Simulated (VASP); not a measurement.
Set up this calculation in VASP 6.6.1, as the native input.

| Property | Result |
| --- | --- |
| Task | single point |
| Functional | HSE06 |
| Potentials or basis | VASP PAW PBE potentials, release 64 (Si, C) |
| Cutoff | 520 eV |
| k mesh | 6 × 6 × 4 |
| Occupations | gaussian, width 0.02 eV |
| Spin | no spin polarisation |
| Dipole correction | no |
| Grid for exact exchange (PRECFOCK) | Normal |
| Further INCAR settings | ALGO = Normal; EDIFF = 1e-06; NBANDS = 16 |
| Share of exact exchange | 0.25 |
| Screening parameter | 0.2079 1/Å |

SiC:

```
Si C
1.0
     3.09177    0.00000    0.00000
    -1.54588    2.67755    0.00000
     0.00000    0.00000    5.07402
Si C
2 2
Direct
  0.33333 0.66667 0.00456
  0.66667 0.33333 0.50456
  0.33333 0.66667 0.38044
  0.66667 0.33333 0.88044
```

The input as run:

POSCAR

```
SiC
1.0
    3.0917665529      0.0000000000      0.0000000000
   -1.5458832765      2.6775483774      0.0000000000
    0.0000000000      0.0000000000      5.0740210532
Si C
2 2
Direct
    0.3333333333      0.6666666667      0.0045635119
    0.6666666667      0.3333333333      0.5045635119
    0.3333333333      0.6666666667      0.3804364881
    0.6666666667      0.3333333333      0.8804364881
```

INCAR.step1

```
PREC = Accurate
ENCUT = 520
EDIFF = 1E-5
ISMEAR = 0
SIGMA = 0.02
LREAL = False
LASPH = True
NELM = 120
ALGO = Normal
ISIF = 2
LWAVE = True
LCHARG = False
GGA = PE
NBANDS = 16
GGA_COMPAT = False
```

INCAR.step2

```
PREC = Accurate
ENCUT = 520
EDIFF = 1E-6
ISMEAR = 0
SIGMA = 0.02
LREAL = False
LASPH = True
NELM = 120
ALGO = Normal
ISIF = 2
LWAVE = False
LCHARG = False
GGA = PE
LHFCALC = True
HFSCREEN = 0.2079
PRECFOCK = Normal
ISTART = 1
NBANDS = 16
GGA_COMPAT = False
```

KPOINTS

```
Automatic mesh
0
Gamma
  6 6 4
```

Potentials or basis: VASP PAW PBE potentials, release 64 (Si, C).

The run is started by

```sh
$ cat potpaw_PBE.64/Si/POTCAR potpaw_PBE.64/C/POTCAR > POTCAR
$ cp INCAR.step1 INCAR
$ mpirun -np 1 vasp_std > vasp.out
$ cp INCAR.step2 INCAR
$ mpirun -np 1 vasp_std > vasp.out
```

Results of the run:

```
Pressure               : -5.0 GPa
Largest force          : 0.017 eV/Å
Band gap on the k mesh : 3.19 eV (least direct gap 5.03 eV)
```

Caveat: the cell stands under tension; the PAW data sets were made with another functional, which shifts forces and pressure a little.

Wall time 26 min on 1 thread of Intel(R) Xeon(R) Platinum 8259CL CPU @ 2.50GHz (Skylake/Cascade Lake), with other jobs on the host, peak memory 0.27 GiB.
